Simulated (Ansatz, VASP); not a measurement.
# Two plane-wave programs on MoSe

```
Mo Se
1.0
     0.00000    2.72350    2.72350
     2.72350    0.00000    2.72350
     2.72350    2.72350    0.00000
Mo Se
1 1
Direct
  0.00000 0.00000 0.00000
  0.50000 0.50000 0.50000
```

Alike in both runs: task single point; functional PBE; k mesh 12 × 12 × 12; occupations gaussian, width 0.1 eV; no spin polarisation; Hubbard terms Mo d U = 4.38 eV.

|  | VASP | Ansatz |
| --- | --- | --- |
| version | VASP 6.6.1 | Ansatz 0.2.0 |
| potentials or method | VASP PAW PBE potentials, release 64 (Mo_sv, Se), cutoff 500 eV | scalar-relativistic, plane waves, PAW |
| valence electrons in the cell | 20 | 30 |

```csv
,VASP,Ansatz,Ansatz less VASP
gap on the k mesh at the Fermi level (eV),none,none,-
pressure (GPa),-6.8,-7.7,-0.89
```

The programs project onto different local orbitals, so the same U acts differently, and such runs can settle in different states. A gap of «none» marks a metal or a gap that the smearing closes. VASP's potentials hold 20 valence electrons a cell and Ansatz's 30, so a difference there can come from the potentials and not from the codes. Ansatz's warnings: filled band counts differ across k points.
